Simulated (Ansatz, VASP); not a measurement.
## One calculation of Ge, two programs

Contents of INCAR:

```
SYSTEM = Ge
PREC = Accurate
ENCUT = 520
EDIFF = 1E-6
ISMEAR = 0
SIGMA = 0.15
LREAL = .False.
LASPH = .True.
NELM = 60
ALGO = Normal
ISIF = 2
LWAVE = .False.
LCHARG = .False.
GGA = PE
NBANDS = 36
```

KPOINTS

```
regular mesh
0
Gamma
  12 12 8
  0 0 0
```

Contents of POSCAR:

```
Ge
1.0
    4.1190290583      0.0000000000      0.0000000000
   -2.0595145292      3.5671838034      0.0000000000
    0.0000000000      0.0000000000      6.8933040382
Ge
4
Direct
    0.6666666667      0.3333333333      0.0627911807
    0.3333333333      0.6666666667      0.5627911807
    0.6666666667      0.3333333333      0.4372088193
    0.3333333333      0.6666666667      0.9372088193
```

Input for Ansatz:

```yaml
crystal:
  lattice:
    - [4.1190290583, 0.0, 0.0]
    - [-2.0595145292, 3.5671838034, 0.0]
    - [0.0, 0.0, 6.8933040382]
  atoms:
    - { symbol: Ge, position: [0.6666666667, 0.3333333333, 0.0627911807] }
    - { symbol: Ge, position: [0.3333333333, 0.6666666667, 0.5627911807] }
    - { symbol: Ge, position: [0.6666666667, 0.3333333333, 0.4372088193] }
    - { symbol: Ge, position: [0.3333333333, 0.6666666667, 0.9372088193] }
basis:
  ecutwfc: 420
kpoints:
  mp_grid: { grid: [12, 12, 8] }
hamiltonian:
  xc: pbe
scf:
  occupations: { method: gaussian, width: 0.15 }
output:
  forces: true
  stress: true
  eigenvalues: true
  write_density: true
  write_potential: true
  elf: true
  volumetric_format: npy
```

Change from the starting cell: strain +0.015 along x and y, +0.030 along z, atoms carried along.

Alike in both runs: task single point; functional PBE; k mesh 12 × 12 × 8; occupations gaussian, width 0.15 eV; no spin polarisation.

|  | VASP | Ansatz |
| --- | --- | --- |
| version | VASP 6.6.1 | Ansatz 0.2.0 |
| potentials or method | VASP PAW PBE potentials, release 64 (Ge_d), cutoff 520 eV | scalar-relativistic, plane waves, PAW |
| valence electrons in the cell | 56 | 56 |

|  | VASP | Ansatz | Ansatz less VASP |
| --- | --- | --- | --- |
| gap on the k mesh at the Fermi level (eV) | none | none | - |
| pressure (GPa) | -3.0 | -3.0 | -0.02 |
| traceless stress, the component that is largest in VASP (GPa) | -1.25 | -1.25 | -0.001 |
| rms of the force components (eV/Å) | 0.037 | 0.037 | +0.0002 |

Atom by atom the forces differ by 0.000 eV/Å (rms over components). A gap of «none» marks a metal or a gap that the smearing closes.
